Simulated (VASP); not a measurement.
Wanted: the native input for a VASP 6.6.1 run.

- Task: single point
- Functional: PBE
- Potentials or basis: VASP PAW PBE potentials, release 64 (Te)
- Cutoff: 520 eV
- k mesh: 5 × 4 × 9
- Occupations: fermi-dirac, width 0.05 eV
- Spin: no spin polarisation
- Dipole correction: no
- Further INCAR settings: ALGO = Normal; EDIFF = 1e-06; NBANDS = 20

The structure of Te lies in POSCAR:

```
Te
1.0
    5.4710358333      0.0000000000      0.0000000000
    0.0000000000      8.3693398200      0.0000000000
    0.0000000000      0.0000000000      3.0803180595
Te
4
Direct
    0.3107647500      0.3930730700      0.7638832400
    0.1892352500      0.8930730700      0.2361167600
    0.6892352500      0.6069269300      0.7638832400
    0.8107647500      0.1069269300      0.2361167600
```

The input as run:

INCAR

```
SYSTEM = Te
ALGO = Normal
EDIFF = 1E-6
ENCUT = 520
GGA = PE
ISIF = 2
ISMEAR = -1
LASPH = .True.
LCHARG = .False.
LREAL = .False.
LWAVE = .False.
NBANDS = 20
NELM = 60
PREC = Accurate
SIGMA = 0.05
```

KPOINTS

```
k-points
0
Gamma
  5 4 9
  0 0 0
```

Potentials or basis: VASP PAW PBE potentials, release 64 (Te).

The run is started by

```sh
$ cat potpaw_PBE.64/Te/POTCAR > POTCAR
$ mpirun -np 1 vasp_std > vasp.out
```

Results of the run:

```json
{"Pressure": "0.9 GPa", "Largest force": "0.442 eV/Å", "Band gap on the k mesh": "zero (band 12 reaches 6.98 eV, above the bottom of band 13 at 4.14 eV)"}
```

Caveat: spin-orbit coupling is left out, which moves the levels of the heavy elements.

Run time: 65 s on 1 thread of Intel(R) Xeon(R) Platinum 8375C CPU @ 2.90GHz (Ice Lake) (shared host), peak memory 0.28 GiB.
